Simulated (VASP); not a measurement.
# Si2Sb2Se in VASP: notebook

The runs below take Si2Sb2Se through single point, with PBE.

Everything below comes from runs of VASP 6.6.1. Logs are shortened: lines on timing, memory, paths and dates and some standing lists are left out, and cuts for length are marked.

## (1) The cell of the first run

The typed cell holds 5 atoms: a = 5.428 Å, b = 5.428 Å, c = 4.901 Å, α = 90.00°, β = 90.00°, γ = 89.99°.

## (2) Single point, PBE

INCAR reads:

```
PREC = Accurate ; ENCUT = 520
EDIFF = 1E-6 ; ISMEAR = 0
SIGMA = 0.1 ; LREAL = False
LASPH = True ; NELM = 80
ALGO = Normal ; ISIF = 2
LWAVE = False ; LCHARG = True
GGA = PE ; LELF = True
LVHAR = True ; NBANDS = 20
```

KPOINTS reads:

```
regular mesh
0
Gamma
  4 4 4
```

POSCAR reads:

```
Si2Sb2Se
1.0
    3.8384601650     -3.8375529668      0.0000000000
    3.8384601650      3.8375529668      0.0000000000
    0.0000000000      0.0000000000      4.9009336565
Si Sb Se
2 2 1
Direct
    0.0000000000      0.0000000000      0.0000000000
    0.5000000000      0.5000000000      0.0000000000
    0.0000000000      0.5000000000      0.0000000000
    0.5000000000      0.0000000000      0.0000000000
    0.5000000000      0.5000000000      0.5000000000
```

Potentials or basis: VASP PAW PBE potentials, release 64 (Si, Sb, Se).

The run is started by

```sh
$ cat potpaw_PBE.64/Si/POTCAR potpaw_PBE.64/Sb/POTCAR potpaw_PBE.64/Se/POTCAR > POTCAR
$ mpirun -np 1 vasp_std > vasp.out
```

OUTCAR:

```text
PREC = Accurate
   ENCUT = 520
   EDIFF = 1E-6
   ISMEAR = 0
   LREAL = False
   LASPH = True
   NELM = 80
   ISIF = 2
   GGA = PE

 ion  position               nearest neighbor table
   1  0.000  0.000  0.000-   3 2.71   4 2.71   3 2.71   4 2.71
   2  0.500  0.500  0.000-   5 2.45   5 2.45   3 2.71   4 2.71   4 2.71   3 2.71
   3  0.000  0.500  0.000-   1 2.71   2 2.71   1 2.71   2 2.71
   4  0.500  0.000  0.000-   1 2.71   2 2.71   2 2.71   1 2.71
   5  0.500  0.500  0.500-   2 2.45   2 2.45

  LATTYP: Found a base centered orthorhombic cell.
 ALAT       =     7.6751059336
 B/A-ratio  =     1.0002364002
 C/A-ratio  =     0.6385493176

  Lattice vectors:

 A1 = (  -3.8384601650,  -3.8375529668,   0.0000000000)
 A2 = (   3.8384601650,  -3.8375529668,   0.0000000000)
 A3 = (   0.0000000000,   0.0000000000,   4.9009336565)

Analysis of symmetry for initial positions (statically):
=====================================================================
 Subroutine PRICEL returns:
 Original cell was already a primitive cell.

 Routine SETGRP: Setting up the symmetry group for a
 base centered orthorhombic supercell.

 Subroutine GETGRP returns: Found  8 space group operations
 (whereof  8 operations were pure point group operations)
 out of a pool of  8 trial point group operations.

The static configuration has the point symmetry D_2h.

Analysis of symmetry for dynamics (positions and initial velocities):
=====================================================================
 Subroutine PRICEL returns:
 Original cell was already a primitive cell.

 Routine SETGRP: Setting up the symmetry group for a
 base centered orthorhombic supercell.

 Subroutine GETGRP returns: Found  8 space group operations
 (whereof  8 operations were pure point group operations)
 out of a pool of  8 trial point group operations.

The dynamic configuration has the point symmetry D_2h.

 Subroutine INISYM returns: Found  8 space group operations
 (whereof  8 operations are pure point group operations),
 and found     1 'primitive' translations

----------------------------------------------------------------------------------------

                                     Primitive cell

  volume of cell :     144.3844

  direct lattice vectors                    reciprocal lattice vectors
     3.838460165 -3.837552967  0.000000000     0.130260568 -0.130291361  0.000000000
     3.838460165  3.837552967  0.000000000     0.130260568  0.130291361  0.000000000
     0.000000000  0.000000000  4.900933657     0.000000000  0.000000000  0.204042754

  length of vectors
     5.427760976  5.427760976  4.900933657     0.184238037  0.184238037  0.204042754

  position of ions in fractional coordinates (direct lattice)
     0.000000000  0.000000000  0.000000000
     0.500000000  0.500000000  0.000000000
     0.000000000  0.500000000  0.000000000
     0.500000000  0.000000000  0.000000000
     0.500000000  0.500000000  0.500000000

  ion indices of the primitive-cell ions
   primitive index   ion index
                 1           1
                 2           2
                 3           3
                 4           4
                 5           5

----------------------------------------------------------------------------------------

 KPOINTS: regular mesh

Automatic generation of k-mesh.
 Grid dimensions read from file:
 generate k-points for:    4    4    4

 Generating k-lattice:

  Cartesian coordinates                     Fractional coordinates (reciprocal lattice)
     0.032565142 -0.032572840  0.000000000     0.250000000  0.000000000  0.000000000
     0.032565142  0.032572840  0.000000000     0.000000000  0.250000000  0.000000000
     0.000000000  0.000000000  0.051010688     0.000000000  0.000000000  0.250000000

  Length of vectors
     0.046059509  0.046059509  0.051010688

  Shift w.r.t. Gamma in fractional coordinates (k-lattice)
     0.000000000  0.000000000  0.000000000

 Subroutine IBZKPT returns following result:
 ===========================================

 Found     21 irreducible k-points:

 Following reciprocal coordinates:
            Coordinates               Weight
  0.000000  0.000000  0.000000      1.000000
  0.250000  0.000000  0.000000      4.000000
  0.500000  0.000000  0.000000      2.000000
  0.250000  0.250000  0.000000      2.000000
  0.500000  0.250000  0.000000      4.000000
 -0.250000  0.250000  0.000000      2.000000
[... 13 lines left out ...]
 -0.250000  0.250000  0.500000      2.000000
  0.500000  0.500000  0.500000      1.000000
   k-points           NKPTS =     21   k-points in BZ     NKDIM =     21   number of bands    NBANDS=     20
   number of dos      NEDOS =    301   number of ions     NIONS =      5
   total plane-waves  NPLWV =  57600
   dimension x,y,z NGX =    40 NGY =   40 NGZ =   36
   dimension x,y,z NGXF=    80 NGYF=   80 NGZF=   72
   ions per type =               2   2   1
   NGX,Y,Z   is equivalent  to a cutoff of  12.25, 12.25, 12.21 a.u.
   NGXF,Y,Z  is equivalent  to a cutoff of  24.50, 24.50, 24.42 a.u.
 SYSTEM =  unknown system
   PREC   = accura    normal or accurate (medium, high low for compatibility)
   ISTART =      0    job   : 0-new  1-cont  2-samecut
   ICHARG =      2    charge: 1-file 2-atom 10-const
   ISPIN  =      1    spin polarized calculation?
   LNONCOLLINEAR =      F non collinear calculations
   LSORBIT =      F    spin-orbit coupling
   LASPH  =      T    aspherical Exc in radial PAW
   ENCUT  =  520.0 eV  38.22 Ry    6.18 a.u.  10.09 10.09  9.11*2*pi/ulx,y,z
   NELM   =     80;   NELMIN=  2; NELMDL= -5     # of ELM steps
   EDIFF  = 0.1E-05   stopping-criterion for ELM
   LREAL  =      F    real-space projection
   EDIFFG = 0.1E-04   stopping-criterion for IOM
   NSW    =      0    number of steps for IOM
   IBRION =     -1    ionic relax: 0-MD 1-quasi-New 2-CG
   NFREE  =      0    steps in history (QN), initial steepest desc. (CG)
   ISIF   =      2    stress and relaxation
   ISYM   =      2    0-nonsym 1-usesym 2-fastsym
   POTIM  = 0.5000    time-step for ionic-motion
   TEBEG  =    0.0;   TEEND  =   0.0 temperature during run
   PSTRESS=    0.0 pullay stress
   NELECT =      24.0000    total number of electrons
   NUPDOWN=      -1.0000    fix difference up-down
   EMIN   =  10.00;   EMAX   =-10.00  energy-range for DOS
   EFERMI =   0.00;   METHOD = LEGACY
   ISMEAR =     0;   SIGMA  =   0.10  broadening in eV -4-tet -1-fermi 0-gaus
   EFERMI_NEDOS =   21; number of points for ismear=-14 and -15
   IALGO  =     38    algorithm
   IMIX   =      4    mixing-type and parameters
     AMIX     =   0.40;   BMIX     =  1.00
     AMIX_MAG =   1.60;   BMIX_MAG =  1.00
  volume/ion in A,a.u.               =      28.88       194.87
  Fermi-wavevector in a.u.,A,eV,Ry     =   0.900130  1.700999 11.023899  0.810234
  Thomas-Fermi vector in A             =   2.023049
   LORBIT       =      0    0 simple, 1 ext, 2 COOP (PROOUT), +10 PAW based schemes
   GGA     = PE    functional components
   LHFCALC =     F    Hartree Fock is set to
   AEXX    =    0.0000 exact exchange contribution
   IVDW    =     0    specifies the selected vdW correction
   LEPSILON=     F    determine dielectric tensor
   LRPA    =     F    only Hartree local field effects (RPA)
 non-spin polarized calculation
 Gauss-broadening in eV      SIGMA  =   0.10
  energy-cutoff  :      520.00
  volume of cell :      144.38
 maximum number of plane-waves:      3952
   NGX = 21   NGY = 21   NGZ = 19

 number of electron      24.0000000 magnetization

 Free energy of the ion-electron system (eV)
  ---------------------------------------------------
  ext. energy  EPLUGINS =         0.00000000
  ---------------------------------------------------
  free energy    TOTEN  =       -19.69149051 eV

  energy without entropy =      -19.66900096  energy(sigma->0) =      -19.68024574

 E-fermi :   4.4821     XC(G=0):  -8.7245

 val. band max:        4.4798996805   @ k =   0.2500   0.0000   0.2500
 cond. band min:       4.4994295905   @ k =   0.5000   0.5000   0.0000
 fundamental gap:      0.0195299100
 Fermi energy:         4.4821151587

 k-point     1 :       0.0000    0.0000    0.0000
  band No.  band energies     occupation
      1      -9.0951      2.00000
      2      -6.4229      2.00000
      3      -4.0956      2.00000
      4      -1.6258      2.00000
      5      -1.2074      2.00000
      6      -1.2071      2.00000
[... 12 lines left out ...]
     19       8.6766      0.00000
     20      10.6074      0.00000

 k-point     2 :       0.2500    0.0000    0.0000
  band No.  band energies     occupation
      1      -8.9942      2.00000
      2      -6.3446      2.00000
      3      -4.7513      2.00000
      4      -2.0968      2.00000
      5      -1.0403      2.00000
      6      -0.9421      2.00000
[... 12 lines left out ...]
     19       8.8831      0.00000
     20      10.0230      0.00000

 k-point     3 :       0.5000    0.0000    0.0000
  band No.  band energies     occupation
      1      -8.8808      2.00000
      2      -6.2080      2.00000
      3      -5.3720      2.00000
      4      -1.7445      2.00000
      5      -1.2741      2.00000
      6      -0.9448      2.00000
[... 12 lines left out ...]
     19       9.7821      0.00000
     20      10.1257      0.00000

 k-point     4 :       0.2500    0.2500    0.0000
  band No.  band energies     occupation
      1      -8.9069      2.00000
      2      -6.2056      2.00000
      3      -4.9925      2.00000
      4      -2.9853      2.00000
      5      -1.5642      2.00000
      6      -0.9581      2.00000
[... 360 lines left out ...]
 k-point    20 :      -0.2500    0.2500    0.5000
  band No.  band energies     occupation
      1      -8.2619      2.00000
      2      -6.9521      2.00000
      3      -4.8677      2.00000
      4      -4.1564      2.00000
      5      -1.8929      2.00000
      6       1.2144      2.00000
[... 12 lines left out ...]
     19      10.4579      0.00000
     20      10.5305      0.00000

 k-point    21 :       0.5000    0.5000    0.5000
  band No.  band energies     occupation
      1      -8.2374      2.00000
      2      -5.3906      2.00000
      3      -5.3894      2.00000
      4      -5.2808      2.00000
      5      -3.9857      2.00000
      6       1.1851      2.00000
[... 12 lines left out ...]
     19       6.8147      0.00000
     20       7.9337      0.00000

------------------------ aborting loop because EDIFF is reached ----------------------------------------

  FORCE on cell =-STRESS in cart. coord.  units (eV):
  Direction    XX          YY          ZZ          XY          YZ          ZX
  --------------------------------------------------------------------------------------
  -------------------------------------------------------------------------------------
  Total        0.1061135      0.1161074      0.0232535      0.0000000      0.0000000      0.0000000
  in kB        1.1775005      1.2883990      0.2580346      0.0000000      0.0000000      0.0000000
  external PRESSURE =       0.9079780 kB  Pullay stress =       0.0000000 kB

 VOLUME and BASIS-vectors are now :
 -----------------------------------------------------------------------------
  energy-cutoff  :      520.00
  volume of cell :      144.38
      direct lattice vectors                 reciprocal lattice vectors
     3.838460165 -3.837552967  0.000000000     0.130260568 -0.130291361  0.000000000
     3.838460165  3.837552967  0.000000000     0.130260568  0.130291361  0.000000000
     0.000000000  0.000000000  4.900933657     0.000000000  0.000000000  0.204042754

 POSITION                                       TOTAL-FORCE (eV/Angst)
 -----------------------------------------------------------------------------------
      0.00000      0.00000      0.00000        -0.000000      0.000000      0.000000
      3.83846      0.00000      0.00000        -0.000000      0.000000      0.000000
      1.91923      1.91878      0.00000        -0.000000     -0.000000      0.000000
      1.91923     -1.91878      0.00000         0.000000      0.000000      0.000000
      3.83846      0.00000      2.45047         0.000000      0.000000      0.000000
 -----------------------------------------------------------------------------------
    total drift:                                0.000000     -0.000000      0.000000

  FREE ENERGIE OF THE ION-ELECTRON SYSTEM (eV)
  ---------------------------------------------------
  free  energy   TOTEN  =       -19.6914905120 eV

  energy  without entropy=      -19.6690009603  energy(sigma->0) =      -19.68024574
```

It took 42 s on 1 thread of Intel Xeon Platinum 8375C at 2.90GHz (Ice Lake), shared host; peak memory 0.26 GiB.

What came out:

* Free energy: -19.6915 eV
* Pressure: 0.1 GPa
* Band gap on the k mesh: zero (band 12 reaches 4.99 eV, above the bottom of band 13 at 3.36 eV)

Levels at points of the mesh, in eV from the Fermi level:
```tsv
k point	band 10	band 11	band 12	band 13	band 14	band 15
(0.00, 0.00, 0.00)	-2.64	-1.19	-0.24	-0.24	0.52	2.90
(0.50, 0.00, 0.00)	-1.50	-0.34	-0.02	0.19	0.49	1.93
(0.50, 0.50, 0.00)	-0.74	0.02	0.21	0.23	1.08	1.09
(0.00, 0.00, 0.50)	-2.33	-2.02	-2.02	-0.52	1.11	1.47
(0.50, 0.00, 0.50)	-1.31	-0.95	-0.23	-0.06	1.10	1.99
(0.50, 0.50, 0.50)	0.13	0.27	0.51	0.51	1.09	1.09
```

Caveat: spin-orbit coupling is left out, which moves the levels of the heavy elements.

(Continued in part 2 of 2.)
